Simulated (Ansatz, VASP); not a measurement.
# CsPbCl3: VASP beside Ansatz

```
Cs Pb Cl
1.0
     5.42973    0.00000    0.00000
     0.00000    5.42973    0.00000
     0.00000    0.00000    5.97270
Cs Pb Cl
1 1 3
Direct
  0.00000 0.00000 0.00000
  0.50000 0.50000 0.50000
  0.00000 0.50000 0.50000
  0.50000 0.00000 0.50000
  0.50000 0.50000 0.00000
```

Alike in both runs: task single point; functional PBEsol; k mesh 6 × 6 × 6; occupations gaussian, width 0.05 eV; no spin polarisation.

```csv
,VASP,Ansatz
version,VASP 6.6.1,Ansatz 0.2.0
potentials or method,"VASP PAW PBE potentials, release 64 (Cs_sv, Pb_d, Cl), cutoff 520 eV","scalar-relativistic, plane waves, PAW"
valence electrons in the cell,44,44
```

|  | VASP | Ansatz | Ansatz less VASP |
| --- | --- | --- | --- |
| gap on the k mesh at the Fermi level (eV) | 1.26 | 1.26 | -0.004 |
| least direct gap on the mesh (eV) | 1.26 | 1.26 | -0.004 |
| pressure (GPa) | 0.7 | 0.7 | +0.03 |
| traceless stress, the component that is largest in VASP (GPa) | -2.92 | -2.92 | +0.006 |

VASP's potentials were made for PBE, not for PBEsol.

Neither program's run includes spin-orbit coupling.
